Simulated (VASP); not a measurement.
# Te2Mo in VASP: notebook, part 2 of 2

VASP 6.6.1. Earlier steps stand in the parts before.

## 3. Single point, BLYP+D4

This run uses another cell than the first one.

INCAR reads:

```
SYSTEM = Te2Mo
PREC = Accurate ; ENCUT = 520
EDIFF = 1E-7 ; ISMEAR = -1
SIGMA = 0.05 ; LREAL = .FALSE.
LASPH = .TRUE. ; NELM = 80
ALGO = Normal ; ISIF = 2
LWAVE = .FALSE. ; LCHARG = .TRUE.
GGA = B5 ; ALDAX = 1.0
AGGAX = 1.0 ; AGGAC = 1.0
ALDAC = 0.0 ; IVDW = 13
VDW_S6 = 1.0 ; VDW_S8 = 2.34076671
VDW_A1 = 0.44488865 ; VDW_A2 = 4.0933009
LELF = .TRUE. ; LVHAR = .TRUE.
NBANDS = 64
```

KPOINTS reads:

```
regular mesh
0
G
  9 9 1
  0 0 0
```

POSCAR reads:

```
Te2Mo
1.0
    3.5677860123      0.0000000000      0.0000000000
   -1.7838930062      3.0897933219      0.0000000000
    0.0000000000      0.0000000000     37.1740337020
Te Mo
8 4
Direct
    0.3333333333      0.6666666667      0.3256403062
    0.3333333333      0.6666666667      0.9564056159
    0.6666666667      0.3333333333      0.1409286084
    0.6666666667      0.3333333333      0.7718404351
    0.6666666667      0.3333333333      0.0435943841
    0.6666666667      0.3333333333      0.6743596938
    0.3333333333      0.6666666667      0.2281595649
    0.3333333333      0.6666666667      0.8590713916
    0.6666666667      0.3333333333      0.2768602932
    0.6666666667      0.3333333333      0.9077387682
    0.3333333333      0.6666666667      0.0922612318
    0.3333333333      0.6666666667      0.7231397068
```

Potentials or basis: VASP PAW PBE potentials, release 64 (Te, Mo_sv).

Started as:

```sh
$ cat potpaw_PBE.64/Te/POTCAR potpaw_PBE.64/Mo_sv/POTCAR > POTCAR
$ mpirun -np 1 vasp_std > vasp.out
```

OUTCAR:

```text
SYSTEM = Te2Mo
   PREC = Accurate
   ENCUT = 520
   EDIFF = 1E-7
   ISMEAR = -1
   LREAL = .FALSE.
   LASPH = .TRUE.
   NELM = 80
   ISIF = 2
   GGA = B5
   IVDW = 13

 ion  position               nearest neighbor table
   1  0.333  0.667  0.326-   9 2.74   9 2.74   9 2.74   7 3.62
   2  0.333  0.667  0.956-  10 2.74  10 2.74  10 2.74   8 3.62
   3  0.667  0.333  0.141-  11 2.74  11 2.74  11 2.74   5 3.62
   4  0.667  0.333  0.772-  12 2.74  12 2.74  12 2.74   6 3.62
   5  0.667  0.333  0.044-  11 2.74  11 2.74  11 2.74   3 3.62
   6  0.667  0.333  0.674-  12 2.74  12 2.74  12 2.74   4 3.62
[... 1022 lines left out ...]

 VOLUME and BASIS-vectors are now :
 -----------------------------------------------------------------------------
  energy-cutoff  :      520.00
  volume of cell :      409.80
      direct lattice vectors                 reciprocal lattice vectors
     3.567786012  0.000000000  0.000000000     0.280285868  0.161823121  0.000000000
    -1.783893006  3.089793322  0.000000000     0.000000000  0.323646243  0.000000000
     0.000000000  0.000000000 37.174033702     0.000000000  0.000000000  0.026900497

 POSITION                                       TOTAL-FORCE (eV/Angst)
 -----------------------------------------------------------------------------------
     -0.00000      2.05986     12.10536         0.000000     -0.000000      0.058948
     -0.00000      2.05986     35.55345         0.000000      0.000000      0.049099
      1.78389      1.02993      5.23888         0.000000      0.000000      0.049930
      1.78389      1.02993     28.69242        -0.000000     -0.000000      0.044804
      1.78389      1.02993      1.62058        -0.000000      0.000000     -0.049099
      1.78389      1.02993     25.06867        -0.000000      0.000000     -0.058948
     -0.00000      2.05986      8.48161         0.000000      0.000000     -0.044804
     -0.00000      2.05986     31.93515        -0.000000      0.000000     -0.049930
      1.78389      1.02993     10.29201        -0.000000      0.000000      0.006440
      1.78389      1.02993     33.74431        -0.000000      0.000000     -0.001628
     -0.00000      2.05986      3.42972        -0.000000      0.000000      0.001628
     -0.00000      2.05986     26.88202         0.000000      0.000000     -0.006440
 -----------------------------------------------------------------------------------
    total drift:                                0.000000     -0.000000      0.000000

  FREE ENERGIE OF THE ION-ELECTRON SYSTEM (eV)
  ---------------------------------------------------
  free  energy   TOTEN  =       -72.4485225347 eV

  energy  without entropy=      -72.4484202251  energy(sigma->0) =      -72.44847138
```

OSZICAR:

```text
N       E                     dE             d eps       ncg     rms          rms(c)
DAV:   1     0.841352496280E+03    0.84135E+03   -0.52821E+04  1888   0.140E+03
DAV:   2    -0.322166958877E+01   -0.84457E+03   -0.82205E+03  1944   0.322E+02
[... 33 lines left out ...]
DAV:  36    -0.605337532780E+02   -0.66726E-06   -0.29253E-06  1320   0.701E-03    0.117E-04
DAV:  37    -0.605337530571E+02    0.22087E-06   -0.17778E-05  1392   0.142E-02    0.718E-05
DAV:  38    -0.605337532257E+02   -0.16862E-06   -0.38344E-07  1232   0.190E-03    0.633E-05
DAV:  39    -0.605337533202E+02   -0.94467E-07   -0.22896E-06  1320   0.496E-03    0.753E-05
DAV:  40    -0.605337521318E+02    0.11884E-05   -0.22871E-06  1320   0.486E-03    0.648E-05
DAV:  41    -0.605337526101E+02   -0.47829E-06   -0.19965E-06  1312   0.446E-03    0.732E-05
DAV:  42    -0.605337526400E+02   -0.29955E-07   -0.27608E-09   992   0.239E-04
   1 F= -.72448523E+02 E0= -.72448471E+02  d E =-.102310E-03
```

Wall time 14 min (1 thread of AMD EPYC 9R45 (Zen 5), shared host); peak memory 0.6 GiB.

Results:

| Item | Value |
| --- | --- |
| Free energy | -72.4485 eV |
| Largest force | 0.059 eV/Å |
| Band gap on the k mesh | 0.73 eV (least direct gap 0.97 eV) |
| Dispersion energy per atom | -0.993 eV |

Forces in eV/Å, atoms in the order of the input:
```
Te   0.000  0.000  0.059
Te   0.000  0.000  0.049
Te   0.000  0.000  0.050
Te   0.000  0.000  0.045
Te   0.000  0.000 -0.049
Te   0.000  0.000 -0.059
Te   0.000  0.000 -0.045
Te   0.000  0.000 -0.050
Mo   0.000  0.000  0.006
Mo   0.000  0.000 -0.002
Mo   0.000  0.000  0.002
Mo   0.000  0.000 -0.006
```

Caveat: there is no dipole correction, which matters where the two faces differ; semilocal functionals underestimate gaps, and a narrow one can read as zero; the PAW data sets were made with another functional, which shifts forces and pressure a little; spin-orbit coupling is left out, which moves the levels of the heavy elements.

## 4. Single point, LDA

This run uses another cell than the first one.

INCAR reads:

```
PREC = Accurate
ENCUT = 520
EDIFF = 1E-6
ISMEAR = -1
SIGMA = 0.05
LREAL = False
LASPH = True
NELM = 60
ALGO = Normal
ISIF = 2
LWAVE = False
LCHARG = True
GGA = CA
LELF = True
LVHAR = True
NBANDS = 64
```

KPOINTS reads:

```
Automatic mesh
0
Gamma
  9 9 1
```

POSCAR reads:

```
Te2Mo
1.0
    3.5613831954      0.0000000000      0.0000000000
   -1.7806915977      3.0842483198      0.0000000000
    0.0000000000      0.0000000000     38.9902681400
Te Mo
8 4
Direct
    0.3333333333      0.6666666667      0.3282231700
    0.3333333333      0.6666666667      0.9518180900
    0.6666666667      0.3333333333      0.1400809200
    0.6666666667      0.3333333333      0.7636306700
    0.6666666667      0.3333333333      0.0481819100
    0.6666666667      0.3333333333      0.6717768300
    0.3333333333      0.6666666667      0.2363693300
    0.3333333333      0.6666666667      0.8599190800
    0.6666666667      0.3333333333      0.2823380000
    0.6666666667      0.3333333333      0.9058588400
    0.3333333333      0.6666666667      0.0941411600
    0.3333333333      0.6666666667      0.7176620000
```

Potentials or basis: VASP PAW LDA potentials, release 64 (Te, Mo_sv).

Started as:

```sh
$ cat potpaw_LDA.64/Te/POTCAR potpaw_LDA.64/Mo_sv/POTCAR > POTCAR
$ mpirun -np 1 vasp_std > vasp.out
```

OUTCAR:

```text
PREC = Accurate
   ENCUT = 520
   EDIFF = 1E-6
   ISMEAR = -1
   LREAL = False
   LASPH = True
   NELM = 60
   ISIF = 2
   GGA = CA

 ion  position               nearest neighbor table
   1  0.333  0.667  0.328-   9 2.73   9 2.73   9 2.73   7 3.58
   2  0.333  0.667  0.952-  10 2.73  10 2.73  10 2.73   8 3.58
   3  0.667  0.333  0.140-  11 2.73  11 2.73  11 2.73   5 3.58
   4  0.667  0.333  0.764-  12 2.73  12 2.73  12 2.73   6 3.58
   5  0.667  0.333  0.048-  11 2.73  11 2.73  11 2.73   3 3.58
   6  0.667  0.333  0.672-  12 2.73  12 2.73  12 2.73   4 3.58
   7  0.333  0.667  0.236-   9 2.73   9 2.73   9 2.73   1 3.58
[... 1020 lines left out ...]
  energy-cutoff  :      520.00
  volume of cell :      428.28
      direct lattice vectors                 reciprocal lattice vectors
     3.561383195  0.000000000  0.000000000     0.280789779  0.162114054  0.000000000
    -1.780691598  3.084248320  0.000000000     0.000000000  0.324228109  0.000000000
     0.000000000  0.000000000 38.990268140     0.000000000  0.000000000  0.025647426

 POSITION                                       TOTAL-FORCE (eV/Angst)
 -----------------------------------------------------------------------------------
     -0.00000      2.05617     12.79751        -0.000000      0.000000     -0.370686
     -0.00000      2.05617     37.11164        -0.000000      0.000000     -0.274620
      1.78069      1.02808      5.46179         0.000000      0.000000     -0.265661
      1.78069      1.02808     29.77416         0.000000     -0.000000     -0.272382
      1.78069      1.02808      1.87863         0.000000     -0.000000      0.274620
      1.78069      1.02808     26.19276         0.000000      0.000000      0.370686
     -0.00000      2.05617      9.21610         0.000000     -0.000000      0.272382
     -0.00000      2.05617     33.52848         0.000000      0.000000      0.265661
      1.78069      1.02808     11.00843         0.000000      0.000000     -0.014834
      1.78069      1.02808     35.31968        -0.000000     -0.000000      0.007921
     -0.00000      2.05617      3.67059         0.000000      0.000000     -0.007921
     -0.00000      2.05617     27.98183        -0.000000     -0.000000      0.014834
 -----------------------------------------------------------------------------------
    total drift:                                0.000000     -0.000000     -0.000000

  FREE ENERGIE OF THE ION-ELECTRON SYSTEM (eV)
  ---------------------------------------------------
  free  energy   TOTEN  =       -82.0321351168 eV

  energy  without entropy=      -82.0321218001  energy(sigma->0) =      -82.03212846
```

stdout:

```text
POSCAR found type information on POSCAR TeMo
 POSCAR found :  2 types and      12 ions
 scaLAPACK will be used
 LDA part: xc-table for (Slater(with rela. corr.)+CA(PZ))
 , standard interpolation
 POSCAR, INCAR and KPOINTS ok, starting setup
 FFT: planning ... GRIDC
 FFT: planning ... GRID_SOFT
 FFT: planning ... GRID
 WAVECAR not read
 entering main loop
```

It took 6.9 min on 1 thread of AMD EPYC 9R45 (Zen 5), shared host; peak memory 0.51 GiB.

What came out:

- Free energy: -82.0321 eV
- Largest force: 0.371 eV/Å
- Band gap on the k mesh: 0.96 eV (least direct gap 0.99 eV)

Forces on the atoms (eV/Å):
```
Te   0.000  0.000 -0.371
Te   0.000  0.000 -0.275
Te   0.000  0.000 -0.266
Te   0.000  0.000 -0.272
Te   0.000  0.000  0.275
Te   0.000  0.000  0.371
Te   0.000  0.000  0.272
Te   0.000  0.000  0.266
Mo   0.000  0.000 -0.015
Mo   0.000  0.000  0.008
Mo   0.000  0.000 -0.008
Mo   0.000  0.000  0.015
```

Levels at points of the mesh, in eV from the valence-band top:
```
           k point  band 50  band 51  band 52  band 53  band 54  band 55
(0.00, 0.00, 0.00)    -0.27    -0.09     0.00     2.94     2.94     2.96
```

Caveat: there is no dipole correction, which matters where the two faces differ; spin-orbit coupling is left out, which moves the levels of the heavy elements.

## 5. The runs side by side

| level | potentials or basis | cell | gap on the mesh (eV) | largest force (eV/Å) |
| --- | --- | --- | --- | --- |
| BLYP+D3(BJ) | VASP PAW PBE potentials, release 64 (Te, Mo_sv) | a = 3.540, b = 3.540, c = 36.622 Å, angles 90.0, 90.0, 120.0°, 12 atoms, atomic positions A | 0.66 | 0.06 |
| BLYP+D4 | VASP PAW PBE potentials, release 64 (Te, Mo_sv) | a = 3.568, b = 3.568, c = 37.174 Å, angles 90.0, 90.0, 120.0°, 12 atoms, atomic positions B | 0.73 | 0.06 |
| LDA | VASP PAW LDA potentials, release 64 (Te, Mo_sv) | a = 3.561, b = 3.561, c = 38.990 Å, angles 90.0, 90.0, 120.0°, 12 atoms, atomic positions C | 0.96 | 0.37 |

Alike in all rows: task single point; no spin polarisation; k mesh 9 × 9 × 1; cutoff (eV) 520; smearing fermi-dirac 0.05 eV.

Caveats: there is no dipole correction, which matters where the two faces differ; spin-orbit coupling is left out, which moves the levels of the heavy elements; semilocal functionals underestimate gaps, and a narrow one can read as zero (at least some runs); the PAW data sets were made with another functional, which shifts forces and pressure a little (at least some runs).

Absolute energies hang on the potentials; compare differences alone.
